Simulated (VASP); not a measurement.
# GaN (P6_3mc) in VASP: single point with PBE

Aim: the single point of GaN with PBE.

Program: VASP 6.6.1. These are calculated values, not measurements. Logs are shortened: lines on timing, memory, paths and dates and some standing lists are left out, and cuts for length are marked.

## (1) The cell of the first run

The structure is hexagonal, space group P6_3mc (No. 186). Conventional cell: a = 3.180 Å, b = 3.180 Å, c = 5.166 Å, α = 90.00°, β = 90.00°, γ = 120.00°. Within 2.6 Å of Ga (site symmetry 3m) lie 4 N at 1.94 to 1.95 Å. N (site symmetry 3m) has 4 Ga at 1.94 to 1.95 Å within 2.6 Å.

## (2) Single point, PBE

INCAR

```
ALGO = Normal ; EDIFF = 1E-7
ENCUT = 520 ; GGA = PE
ISIF = 2 ; ISMEAR = 0
LASPH = T ; LCHARG = F
LREAL = Auto ; LUSENCCL = F
LWAVE = F ; NBANDS = 246
NELM = 80 ; PREC = Accurate
SIGMA = 0.05
```

KPOINTS

```
k-points
0
Gamma
  2 2 2
```

POSCAR

```
GaN
1.0
   -4.7700000000      2.7539610000      5.1660000000
    4.7700000000     -2.7539610000      5.1660000000
    4.7700000000      8.2618820000     -5.1660000000
Ga N
24 24
Direct
    0.8333330000      0.1666670000      0.0000000000
    0.3333330000      0.6666670000      0.0000000000
    0.1666660000      0.0000000000      0.1666670000
    0.6666660000      0.5000000000      0.1666670000
    0.5000000000      0.8333340000      0.3333330000
    0.0000000000      0.3333340000      0.3333330000
    0.8333330000      0.6666670000      0.5000000000
    0.3333330000      0.1666670000      0.5000000000
    0.1666660000      0.5000000000      0.6666670000
    0.6666660000      0.0000000000      0.6666670000
    0.5000000000      0.3333340000      0.8333330000
    0.0000000000      0.8333340000      0.8333330000
    0.4166670000      0.0833330000      0.0000000000
    0.9166670000      0.5833330000      0.0000000000
    0.7500000000      0.9166660000      0.1666670000
    0.2500000000      0.4166660000      0.1666670000
    0.0833340000      0.7500000000      0.3333330000
    0.5833340000      0.2500000000      0.3333330000
    0.4166670000      0.5833330000      0.5000000000
    0.9166670000      0.0833330000      0.5000000000
    0.7500000000      0.4166660000      0.6666670000
    0.2500000000      0.9166660000      0.6666670000
    0.0833340000      0.2500000000      0.8333330000
    0.5833340000      0.7500000000      0.8333330000
    0.0208330000      0.3541670000      0.0000000000
    0.5208330000      0.8541670000      0.0000000000
    0.3541660000      0.1875000000      0.1666670000
    0.8541660000      0.6875000000      0.1666670000
    0.6875000000      0.0208340000      0.3333330000
    0.1875000000      0.5208340000      0.3333330000
    0.0208330000      0.8541670000      0.5000000000
    0.5208330000      0.3541670000      0.5000000000
    0.3541660000      0.6875000000      0.6666670000
    0.8541660000      0.1875000000      0.6666670000
    0.6875000000      0.5208340000      0.8333330000
    0.1875000000      0.0208340000      0.8333330000
    0.6041670000      0.2708330000      0.0000000000
    0.1041670000      0.7708330000      0.0000000000
    0.9375000000      0.1041660000      0.1666670000
    0.4375000000      0.6041660000      0.1666670000
    0.2708340000      0.9375000000      0.3333330000
    0.7708340000      0.4375000000      0.3333330000
    0.6041670000      0.7708330000      0.5000000000
    0.1041670000      0.2708330000      0.5000000000
    0.9375000000      0.6041660000      0.6666670000
    0.4375000000      0.1041660000      0.6666670000
    0.2708340000      0.4375000000      0.8333330000
    0.7708340000      0.9375000000      0.8333330000
```

Potentials or basis: VASP PAW PBE potentials, release 64 (Ga_d, N).

The run is started by

```sh
cat potpaw_PBE.64/Ga_d/POTCAR potpaw_PBE.64/N/POTCAR > POTCAR
mpirun -np 1 vasp_std > vasp.out
```

OUTCAR:

```text
EDIFF = 1E-7
   ENCUT = 520
   GGA = PE
   ISIF = 2
   ISMEAR = 0
   LASPH = T
   LREAL = Auto
   NELM = 80
   PREC = Accurate

 ion  position               nearest neighbor table
   1  0.833  0.167  0.000-  25 1.94  37 1.95  48 1.95  39 1.95
   2  0.333  0.667  0.000-  26 1.94  38 1.95  47 1.95  40 1.95
   3  0.167  0.000  0.167-  27 1.94  39 1.95  41 1.95  38 1.95
   4  0.667  0.500  0.167-  28 1.94  40 1.95  42 1.95  37 1.95
   5  0.500  0.833  0.333-  29 1.94  41 1.95  40 1.95  43 1.95
   6  0.000  0.333  0.333-  30 1.94  42 1.95  39 1.95  44 1.95
[... 40 lines left out ...]
  47  0.271  0.438  0.833-  23 1.94  11 1.95   9 1.95   2 1.95
  48  0.771  0.938  0.833-  24 1.94  12 1.95  10 1.95   1 1.95

  LATTYP: Found a face centered orthorhombic cell.
 ALAT       =    10.3320000000
 B/A-ratio  =     1.0661869292
 C/A-ratio  =     1.8466898364

  Lattice vectors:

 A1 = (   9.5400000000,   5.5079210000,   0.0000000000)
 A2 = (   4.7700000000,   8.2618820000,   5.1660000000)
 A3 = (   4.7700000000,  -2.7539610000,   5.1660000000)

Analysis of symmetry for initial positions (statically):
=====================================================================
 Subroutine PRICEL returns following result:

  LATTYP: Found a hexagonal cell.
 ALAT       =     3.1799968627
 C/A-ratio  =     1.6245347782

  Lattice vectors:

 A1 = (   1.5900031800,  -2.7539553254,  -0.0000103320)
 A2 = (  -3.1800015900,  -0.0000025873,   0.0000051660)
 A3 = (   0.0000047700,   0.0000082619,  -5.1660154980)

  12 primitive cells build up your supercell.

 Routine SETGRP: Setting up the symmetry group for a
 face centered orthorhombic supercell.

 Subroutine GETGRP returns: Found  4 space group operations
 (whereof  2 operations were pure point group operations)
 out of a pool of  8 trial point group operations.

The static configuration has the point symmetry C_1h.
 The point group associated with its full space group is C_2v.

Analysis of symmetry for dynamics (positions and initial velocities):
=====================================================================
 Subroutine PRICEL returns following result:

  LATTYP: Found a hexagonal cell.
 ALAT       =     3.1799968627
 C/A-ratio  =     1.6245347782

  Lattice vectors:

 A1 = (   1.5900031800,  -2.7539553254,  -0.0000103320)
 A2 = (  -3.1800015900,  -0.0000025873,   0.0000051660)
 A3 = (   0.0000047700,   0.0000082619,  -5.1660154980)

  12 primitive cells build up your supercell.

 Routine SETGRP: Setting up the symmetry group for a
 face centered orthorhombic supercell.

 Subroutine GETGRP returns: Found  4 space group operations
 (whereof  2 operations were pure point group operations)
 out of a pool of  8 trial point group operations.

The dynamic configuration has the point symmetry C_1h.
 The point group associated with its full space group is C_2v.

 Subroutine INISYM returns: Found  4 space group operations
 (whereof  2 operations are pure point group operations),
 and found    12 'primitive' translations

----------------------------------------------------------------------------------------

                                     Primitive cell

  volume of cell :      45.2418

  direct lattice vectors                    reciprocal lattice vectors
     1.590003180 -2.753955325 -0.000010332     0.000000295 -0.363113926 -0.000000581
    -3.180001590 -0.000002587  0.000005166    -0.314465104 -0.181557235 -0.000000581
     0.000004770  0.000008262 -5.166015498    -0.000000314  0.000000545 -0.193572784

  length of vectors
     3.179996863  3.180001590  5.166015498     0.363113926  0.363113386  0.193572784

  position of ions in fractional coordinates (direct lattice)
     0.333329000  0.666661000  0.000005000
     0.666666500  0.333334500  0.499999500
     0.333333875  0.666665875  0.625000125
     0.666659375  0.333327375  0.125006625

  ion indices of the primitive-cell ions
   primitive index   ion index
                 1           1
                 2          23
                 3          25
                 4          39

----------------------------------------------------------------------------------------

 KPOINTS: k-points

Automatic generation of k-mesh.
 Grid dimensions read from file:
 generate k-points for:    2    2    2

 Generating k-lattice:

  Cartesian coordinates                     Fractional coordinates (reciprocal lattice)
    -0.026205448  0.045389173  0.048393341     0.500000000  0.000000000 -0.000000000
     0.052410901  0.000000000  0.048393341     0.000000000  0.500000000 -0.000000000
     0.026205453  0.045389173  0.000000000    -0.000000000  0.000000000  0.500000000

  Length of vectors
     0.071335952  0.071335952  0.052410903

  Shift w.r.t. Gamma in fractional coordinates (k-lattice)
     0.000000000  0.000000000  0.000000000

 Subroutine IBZKPT returns following result:
 ===========================================

 Found      5 irreducible k-points:

 Following reciprocal coordinates:
            Coordinates               Weight
  0.000000  0.000000  0.000000      1.000000
  0.500000  0.000000  0.000000      4.000000
  0.500000  0.500000  0.000000      1.000000
  0.000000  0.000000  0.500000      1.000000
  0.500000  0.500000  0.500000      1.000000
   k-points           NKPTS =      5   k-points in BZ     NKDIM =      5   number of bands    NBANDS=    246
   number of dos      NEDOS =    301   number of ions     NIONS =     48
   total plane-waves  NPLWV = 263424
   dimension x,y,z NGX =    56 NGY =   56 NGZ =   84
   dimension x,y,z NGXF=   112 NGYF=  112 NGZF=  168
   ions per type =              24  24
   NGX,Y,Z   is equivalent  to a cutoff of  12.33, 12.33, 12.87 a.u.
   NGXF,Y,Z  is equivalent  to a cutoff of  24.66, 24.66, 25.74 a.u.
 SYSTEM =  unknown system
   PREC   = accura    normal or accurate (medium, high low for compatibility)
   ISTART =      0    job   : 0-new  1-cont  2-samecut
   ICHARG =      2    charge: 1-file 2-atom 10-const
   ISPIN  =      1    spin polarized calculation?
   LNONCOLLINEAR =      F non collinear calculations
   LSORBIT =      F    spin-orbit coupling
   LASPH  =      T    aspherical Exc in radial PAW
   ENCUT  =  520.0 eV  38.22 Ry    6.18 a.u.  14.04 14.04 20.17*2*pi/ulx,y,z
   NELM   =     80;   NELMIN=  2; NELMDL= -5     # of ELM steps
   EDIFF  = 0.1E-06   stopping-criterion for ELM
   LREAL  =      T    real-space projection
   EDIFFG = 0.1E-05   stopping-criterion for IOM
   NSW    =      0    number of steps for IOM
   IBRION =     -1    ionic relax: 0-MD 1-quasi-New 2-CG
   NFREE  =      0    steps in history (QN), initial steepest desc. (CG)
   ISIF   =      2    stress and relaxation
   ISYM   =      2    0-nonsym 1-usesym 2-fastsym
   POTIM  = 0.5000    time-step for ionic-motion
   TEBEG  =    0.0;   TEEND  =   0.0 temperature during run
   PSTRESS=    0.0 pullay stress
   NELECT =     432.0000    total number of electrons
   NUPDOWN=      -1.0000    fix difference up-down
   EMIN   =  10.00;   EMAX   =-10.00  energy-range for DOS
   EFERMI =   0.00;   METHOD = LEGACY
   ISMEAR =     0;   SIGMA  =   0.05  broadening in eV -4-tet -1-fermi 0-gaus
   EFERMI_NEDOS =   21; number of points for ismear=-14 and -15
   IALGO  =     38    algorithm
   IMIX   =      4    mixing-type and parameters
     AMIX     =   0.40;   BMIX     =  1.00
     AMIX_MAG =   1.60;   BMIX_MAG =  1.00
  volume/ion in A,a.u.               =      11.31        76.33
  Fermi-wavevector in a.u.,A,eV,Ry     =   1.517036  2.866782 31.312427  2.301398
  Thomas-Fermi vector in A             =   2.626345
   LORBIT       =      0    0 simple, 1 ext, 2 COOP (PROOUT), +10 PAW based schemes
   GGA     = PE    functional components
   LHFCALC =     F    Hartree Fock is set to
   AEXX    =    0.0000 exact exchange contribution
   IVDW    =     0    specifies the selected vdW correction
   LEPSILON=     F    determine dielectric tensor
   LRPA    =     F    only Hartree local field effects (RPA)
 non-spin polarized calculation
 Gauss-broadening in eV      SIGMA  =   0.05
  energy-cutoff  :      520.00
  volume of cell :      542.90
 maximum number of plane-waves:     14664
   NGX = 29   NGY = 29   NGZ = 41

 number of electron     432.0000095 magnetization

 Free energy of the ion-electron system (eV)
  ---------------------------------------------------
  ext. energy  EPLUGINS =         0.00000000
  ---------------------------------------------------
  free energy    TOTEN  =      -291.40865959 eV

  energy without entropy =     -291.40865959  energy(sigma->0) =     -291.40865959

 E-fermi :   5.6958     XC(G=0): -11.7219

 val. band max:        5.4336737930   @ k =   0.0000   0.0000   0.0000
 cond. band min:       7.4057953473   @ k =   0.0000   0.0000   0.0000
 fundamental gap:      1.9721215544
 Fermi energy:         5.6957855677

 k-point     1 :       0.0000    0.0000    0.0000
  band No.  band energies     occupation
      1     -10.6373      2.00000
      2     -10.0047      2.00000
      3     -10.0046      2.00000
      4      -9.6980      2.00000
      5      -9.6895      2.00000
      6      -9.6895      2.00000
[... 220 lines left out ...]
    227      10.5635      0.00000
    228      11.0459      0.00000

 k-point     2 :       0.5000    0.0000    0.0000
  band No.  band energies     occupation
      1     -10.2751      2.00000
      2     -10.2751      2.00000
      3      -9.9994      2.00000
      4      -9.9994      2.00000
      5      -9.7171      2.00000
      6      -9.7171      2.00000
[... 220 lines left out ...]
    227      10.9011      0.00000
    228      10.9011      0.00000

 k-point     3 :       0.5000    0.5000    0.0000
  band No.  band energies     occupation
      1     -10.1249      2.00000
      2     -10.1249      2.00000
      3      -9.9272      2.00000
      4      -9.9272      2.00000
      5      -9.9272      2.00000
      6      -9.9272      2.00000
[... 220 lines left out ...]
    227      10.8325      0.00000
    228      10.8325      0.00000

 k-point     4 :       0.0000    0.0000    0.5000
  band No.  band energies     occupation
      1     -10.4379      2.00000
      2     -10.4379      2.00000
      3      -9.7510      2.00000
      4      -9.7510      2.00000
      5      -9.7510      2.00000
      6      -9.7510      2.00000
[... 220 lines left out ...]
    227      10.7048      0.00000
    228      10.7048      0.00000

 k-point     5 :       0.5000    0.5000    0.5000
  band No.  band energies     occupation
      1     -10.0532      2.00000
      2     -10.0532      2.00000
      3     -10.0047      2.00000
      4     -10.0047      2.00000
      5     -10.0046      2.00000
      6     -10.0046      2.00000
[... 220 lines left out ...]
    227      11.0458      0.00000
    228      11.0458      0.00000
 [bands above 228 left out]

------------------------ aborting loop because EDIFF is reached ----------------------------------------

  FORCE on cell =-STRESS in cart. coord.  units (eV):
  Direction    XX          YY          ZZ          XY          YZ          ZX
  --------------------------------------------------------------------------------------
  -------------------------------------------------------------------------------------
  Total       22.2181734     22.2163285     29.5237758     -0.0015985      0.0000000     -0.0000000
  in kB       65.5689790     65.5635342     87.1288470     -0.0047173      0.0000000     -0.0000000
  external PRESSURE =      72.7537867 kB  Pullay stress =       0.0000000 kB

 VOLUME and BASIS-vectors are now :
 -----------------------------------------------------------------------------
  energy-cutoff  :      520.00
  volume of cell :      542.90
      direct lattice vectors                 reciprocal lattice vectors
    -4.770000000  2.753961000  5.166000000    -0.052410897  0.090778345  0.096786682
     4.770000000 -2.753961000  5.166000000     0.104821803  0.000000000  0.096786682
     4.770000000  8.261882000 -5.166000000     0.052410906  0.090778345  0.000000000

 POSITION                                       TOTAL-FORCE (eV/Angst)
 -----------------------------------------------------------------------------------
     -3.18000      1.83597      5.16600         0.000168     -0.000097     -0.134693
      1.59000     -0.91799      5.16600         0.000168     -0.000097     -0.134693
      0.00000      1.83597     -0.00001         0.000168     -0.000097     -0.134693
      0.00000      1.83597      5.16599         0.000168     -0.000097     -0.134693
      3.18000      1.83597      5.16601         0.000168     -0.000097     -0.134693
      3.18000      1.83597      0.00001         0.000168     -0.000097     -0.134693
[... 40 lines left out ...]
      4.77000      6.42591     -0.64574        -0.001692      0.000977      0.134693
      4.77000      6.42591      4.52026        -0.001692      0.000977      0.134693
 -----------------------------------------------------------------------------------
    total drift:                               -0.007267     -0.002897     -0.022110

  FREE ENERGIE OF THE ION-ELECTRON SYSTEM (eV)
  ---------------------------------------------------
  free  energy   TOTEN  =      -291.4086595850 eV

  energy  without entropy=     -291.4086595850  energy(sigma->0) =     -291.40865959
```

It took 4.3 min on 1 × NVIDIA H100 80GB with 1 thread of Intel Xeon Platinum 8481C at 2.70GHz (Sapphire Rapids), shared host; peak memory 1.7 GiB.

What came out:

```
Free energy            : -291.4087 eV
Pressure               : 7.3 GPa
Largest force          : 0.135 eV/Å
Band gap on the k mesh : 1.97 eV
```

Forces in eV/Å, atoms in the order of the input:
```
Ga   0.000  0.000 -0.135
Ga   0.000  0.000 -0.135
Ga   0.000  0.000 -0.135
Ga   0.000  0.000 -0.135
Ga   0.000  0.000 -0.135
Ga   0.000  0.000 -0.135
Ga   0.000  0.000 -0.135
Ga   0.000  0.000 -0.135
Ga   0.000  0.000 -0.135
Ga   0.000  0.000 -0.135
Ga   0.000  0.000 -0.135
Ga   0.000  0.000 -0.135
Ga   0.000  0.000 -0.135
Ga   0.000  0.000 -0.135
Ga   0.000  0.000 -0.135
Ga   0.000  0.000 -0.135
Ga   0.000  0.000 -0.135
Ga   0.000  0.000 -0.135
Ga   0.000  0.000 -0.135
Ga   0.000  0.000 -0.135
Ga   0.000  0.000 -0.135
Ga   0.000  0.000 -0.135
Ga   0.000  0.000 -0.135
Ga   0.000  0.000 -0.135
N    0.002 -0.001  0.135
N    0.002 -0.001  0.135
N    0.002 -0.001  0.135
N    0.002 -0.001  0.135
N    0.002 -0.001  0.135
N    0.002 -0.001  0.135
N    0.002 -0.001  0.135
N    0.002 -0.001  0.135
N    0.002 -0.001  0.135
N    0.002 -0.001  0.135
N    0.002 -0.001  0.135
N    0.002 -0.001  0.135
N   -0.002  0.001  0.135
N   -0.002  0.001  0.135
N   -0.002  0.001  0.135
N   -0.002  0.001  0.135
N   -0.002  0.001  0.135
N   -0.002  0.001  0.135
N   -0.002  0.001  0.135
N   -0.002  0.001  0.135
N   -0.002  0.001  0.135
N   -0.002  0.001  0.135
N   -0.002  0.001  0.135
N   -0.002  0.001  0.135
```

Caveat: the k points lie up to 0.45 Å⁻¹ apart.
